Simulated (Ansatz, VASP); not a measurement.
**Two plane-wave programs on Ir**

```xyz
5
Lattice="2.7149 0.0000 0.0000 -1.3574 2.3511 0.0000 0.0000 0.0000 25.8667" Properties=species:S:1:pos:R:3 pbc="T T T"
Ir    1.3574    0.7837    8.5000
Ir    0.0000    1.5674   10.7167
Ir    0.0000    0.0000   12.9502
Ir    1.3574    0.7837   15.1857
Ir    0.0000    1.5674   17.3843
```

Alike in both runs: task single point; functional PBE; k mesh 24 × 24 × 1; occupations gaussian, width 0.1 eV; no spin polarisation.

|  | VASP | Ansatz |
| --- | --- | --- |
| version | VASP 6.6.1 | Ansatz 0.2.0 |
| potentials or method | VASP PAW PBE potentials, release 64 (Ir), cutoff 520 eV | scalar-relativistic, plane waves, PAW |
| valence electrons in the cell | 45 | 85 |

|  | VASP | Ansatz | Ansatz less VASP |
| --- | --- | --- | --- |
| gap on the k mesh at the Fermi level (eV) | none | none | - |
| rms of the force components (eV/Å) | 0.060 | 0.064 | +0.0036 |
| work function, face that differs most (eV) | 5.54 | 5.53 | -0.006 |

Atom by atom the forces differ by 0.012 eV/Å (rms over components). A gap of «none» marks a metal or a gap that the smearing closes. With one functional, cell and mesh, what is left measures potentials, basis and numerics. VASP's potentials hold 45 valence electrons a cell and Ansatz's 85, so a difference there can come from the potentials and not from the codes. Ansatz's warnings: xc potential rough in thin density.

Spin-orbit coupling is off throughout.
